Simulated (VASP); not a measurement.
Input of a VASP 6.6.1 run:

Contents of INCAR:

```
SYSTEM = SiC3
PREC = Accurate
ENCUT = 600
EDIFF = 1E-6
ISMEAR = 0
SIGMA = 0.1
LREAL = .False.
LASPH = .True.
NELM = 200
ALGO = Normal
ISIF = 2
LWAVE = .False.
LCHARG = .False.
ISPIN = 2
MAGMOM = 0 1 1 1
LORBIT = 11
GGA = PE
NBANDS = 20
GGA_COMPAT = .False.
```

KPOINTS

```
Automatic mesh
0
Gamma
  6 6 2
  0 0 0
```

POSCAR

```
SiC3
1.0
    2.7493746200      0.0000000000      0.0000000000
   -1.3746873100      2.3810282600      0.0000000000
    0.0000000000      0.0000000000      8.1936479900
Si C
1 3
Direct
    0.6666666700      0.3333333300      0.5000000000
    0.3333333300      0.6666666700      0.0000000000
    0.3333333300      0.6666666700      0.5000000000
    0.6666666700      0.3333333300      0.0000000000
```

Potentials or basis: VASP PAW PBE potentials, release 64 (Si, C).

Launch:

```bash
$ cat potpaw_PBE.64/Si/POTCAR potpaw_PBE.64/C/POTCAR > POTCAR
$ mpirun -np 1 vasp_std > vasp.out
```

(1) Estimate the pressure.

(2) Estimate the band gap on the k mesh.

(3) Estimate the site moments.

(4) What does it give for the net moment?

Results:

(1) 16.4 GPa.

(2) zero (filled and empty bands touch).

(3) Si -0.00; C -0.04, +0.00, +0.05 μB.

(4) 0.02 μB per cell.

Caveat: the k points lie up to 0.44 Å⁻¹ apart; semilocal functionals underestimate gaps, so a narrow gap can read as zero.
